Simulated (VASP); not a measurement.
**Sn: single point with PBE**

The system is Sn, a slab with vacuum.

```
Sn
1.0
     4.70646    0.00000    0.00000
    -2.35323    4.07592    0.00000
     0.00000    0.00000   20.80350
Sn
4
Direct
  0.16667 0.33333 0.38455
  0.50000 0.00000 0.43073
  0.50000 0.00000 0.56927
  0.83333 0.66667 0.61545
```

```yaml
Program: VASP 6.6.1
Task: single point
Functional: PBE
Potentials_or_basis: VASP PAW PBE potentials, release 64 (Sn_d)
Cutoff: 520 eV
k_mesh: 6 × 6 × 1
Occupations: fermi-dirac, width 0.02 eV
Spin: no spin polarisation
Dipole_correction: yes
Further_INCAR_settings: ALGO = Normal; EDIFF = 1e-06; NBANDS = 36
```

```yaml
Largest_force: 0.363 eV/Å
Band_gap_on_the_k_mesh: zero (band 28 reaches -0.90 eV, above the bottom of band 29 at -1.08 eV)
```

Forces on the atoms (eV/Å):
```
Sn   0.000  0.000  0.041
Sn   0.000  0.000 -0.363
Sn   0.000  0.000  0.363
Sn   0.000  0.000 -0.041
```

Levels at points of the mesh, in eV from the Fermi level:
| k point | band 25 | band 26 | band 27 | band 28 | band 29 | band 30 | band 31 | band 32 |
| --- | --- | --- | --- | --- | --- | --- | --- | --- |
| (0.00, 0.00, 0.00) | -0.49 | -0.49 | 0.08 | 0.08 | 0.22 | 0.70 | 1.30 | 2.90 |
| (0.50, 0.00, 0.00) | -2.02 | -1.67 | -1.05 | -1.04 | 0.50 | 1.35 | 1.51 | 2.51 |

Wall time 2.9 min on 1 thread of Intel Xeon 6975P-C, on a shared host, peak memory 0.48 GiB.

Caveat: spin-orbit coupling is left out, which moves the levels of the heavy elements.
